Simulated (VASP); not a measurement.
# Be4Ni: single point with PBE+U

Be4Ni:

```
CELL_PARAMETERS angstrom
3.48880 0.00000 0.00000
0.00000 3.48880 0.00000
0.00000 0.00000 7.30070
ATOMIC_POSITIONS crystal
Be 0.00000 0.00000 0.00000
Be 0.50000 0.50000 0.00000
Be 0.00000 0.50000 0.48100
Be 0.50000 0.00000 0.51900
Be 0.00000 0.00000 0.30400
Be 0.50000 0.50000 0.30400
Be 0.50000 0.50000 0.69600
Be 0.00000 0.00000 0.69600
Ni 0.00000 0.50000 0.16900
Ni 0.50000 0.00000 0.83100
```

```
Program                : VASP 6.6.1
Task                   : single point
Functional             : PBE
Potentials or basis    : VASP PAW PBE potentials, release 64 (Be, Ni)
Cutoff                 : 520 eV
k mesh                 : 6 × 6 × 3
Occupations            : fermi-dirac, width 0.1121 eV
Spin                   : collinear spin, ferromagnetic start
Starting moments       : [0.0, 0.0, 0.0, 0.0, 0.0, 0.0, 0.0, 0.0, 2.0, 2.0] μB
Hubbard terms          : Ni d U = 5.17 eV
Dipole correction      : no
Further INCAR settings : ALGO = Normal; EDIFF = 1e-06; NBANDS = 33
```

| Property | Result |
| --- | --- |
| Pressure | 10.8 GPa |
| Largest force | 1.160 eV/Å |
| Band gap on the k mesh | zero (filled and empty bands overlap) |
| Net moment | 0.00 μB per cell |
| Valence electrons inside the program's atomic spheres | Be 1.12, 1.11, 1.16; Ni 10.14 |

Forces on the atoms (eV/Å):
```
Be   0.000  0.000  0.000
Be   0.000  0.000  0.000
Be   0.000  0.000  0.429
Be   0.000  0.000 -0.429
Be   0.000  0.000  1.160
Be   0.000  0.000  1.160
Be   0.000  0.000 -1.160
Be   0.000  0.000 -1.160
Ni   0.000  0.000 -1.090
Ni   0.000  0.000  1.090
```

Stress tensor (GPa, compression positive):
```
10.15  0.00  0.00
 0.00 10.15  0.00
 0.00  0.00 11.97
```

Levels at points of the mesh, in eV from the Fermi level:
Spin up:
| k point | band 15 | band 16 | band 17 | band 18 | band 19 | band 20 | band 21 | band 22 |
| --- | --- | --- | --- | --- | --- | --- | --- | --- |
| (0.00, 0.00, 0.00) | -1.64 | 0.05 | 1.00 | 1.99 | 1.99 | 2.38 | 2.38 | 2.76 |
| (0.50, 0.00, 0.00) | -2.46 | -2.46 | 1.08 | 1.08 | 1.41 | 1.41 | 3.12 | 3.12 |
| (0.50, 0.50, 0.00) | -2.13 | -2.13 | -1.74 | -1.74 | -1.41 | -1.41 | -0.76 | -0.76 |
Spin down:
```
           k point  band 15  band 16  band 17  band 18  band 19  band 20  band 21  band 22
(0.00, 0.00, 0.00)    -1.64     0.05     1.00     1.99     1.99     2.38     2.38     2.76
(0.50, 0.00, 0.00)    -2.46    -2.46     1.08     1.08     1.41     1.41     3.12     3.12
(0.50, 0.50, 0.00)    -2.13    -2.13    -1.74    -1.74    -1.41    -1.41    -0.76    -0.76
```

Eigenvalues of the final occupation matrices:
| site | spin | trace | eigenvalues |
| --- | --- | --- | --- |
| site 9 d | 1 | 4.43 | 0.88 0.88 0.89 0.89 0.90 |
| site 9 d | 2 | 4.43 | 0.88 0.88 0.89 0.89 0.90 |
| site 10 d | 1 | 4.43 | 0.88 0.88 0.89 0.89 0.90 |
| site 10 d | 2 | 4.43 | 0.88 0.88 0.89 0.89 0.90 |

It took 2.4 min on 1 thread of Intel(R) Xeon(R) Platinum 8259CL CPU @ 2.50GHz (Skylake/Cascade Lake), with other jobs on the host, peak memory 0.27 GiB.

Caveat: the starting moments collapsed, and a magnetic state may lie lower; the U is typed as a test and isn't derived for this compound; forces of over 1 eV/Å act on the atoms, so gaps and moduli don't describe the material at rest. The state reached can hang on the start; a lower one may exist.
